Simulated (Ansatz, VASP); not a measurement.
**Ga7PdN8: VASP beside Ansatz**

```xyz
16
Lattice="6.3800 0.0000 0.0000 -3.1900 5.5252 0.0000 0.0000 0.0000 5.1890" Properties=species:S:1:pos:R:3 pbc="T T T"
Pd    1.5950    0.9209   -0.0152
Ga    0.0165    3.6930    0.0072
Ga    4.7850    0.9018    0.0072
Ga    3.1735    3.6930    0.0072
Ga   -0.0204    1.8535    2.5813
Ga   -1.5950    4.5808    2.5813
Ga    3.2104    1.8535    2.5813
Ga    1.5950    4.6044    2.5874
N     1.5950    0.9209    2.0952
N     0.0076    3.6879    1.9400
N     4.7850    0.9121    1.9400
N     3.1824    3.6879    1.9400
N    -0.1103    1.9054    4.5120
N    -1.5950    4.4770    4.5120
N     3.3003    1.9054    4.5120
N     1.5950    4.6044    4.5341
```

Alike in both runs: functional PBEsol; k mesh 3 × 3 × 3; occupations gaussian, width 0.05 eV; collinear spin; Hubbard terms Pd d U = 2.0 eV.

Ansatz relaxed the structure, and its values are those at the end. VASP's run is a single point on that final structure, the one shown.

|  | VASP | Ansatz |
| --- | --- | --- |
| version | VASP 6.6.1 | Ansatz 0.2.0 |
| potentials or method | VASP PAW PBE potentials, release 64 (Pd, Ga_d, N), cutoff 520 eV | scalar-relativistic, plane waves, PAW |
| valence electrons in the cell | 141 | 149 |

Ansatz gave:

| Quantity | Value |
| --- | --- |
| gap on the k mesh at the Fermi level (eV) | none |
| pressure (GPa) | 3.7 |
| rms of the force components (eV/Å) | 0.009 |
| net moment per atom (μB) | 0.06 |
| size of the moment on the site where the two differ most (μB) | 0.37 |

Question: Which values does VASP return?

Answer: gap on the k mesh at the Fermi level (eV): none; pressure (GPa): 2.9; rms of the force components (eV/Å): 0.066; net moment per atom (μB): 0.06; size of the moment on the site where the two differ most (μB): 0.46.

VASP's potentials were made for PBE, not for PBEsol. Site moments also hang on the region over which each program counts them. The programs project onto different local orbitals, so the same U acts differently, and such runs can settle in different states. A gap of «none» marks a metal or a gap that the smearing closes. VASP's potentials hold 141 valence electrons a cell and Ansatz's 149, so a difference there can come from the potentials and not from the codes. Ansatz's warnings: filled band counts differ across k points, stress scf threshold loose.

The k mesh is coarse, so the values compare programs but aren't converged.
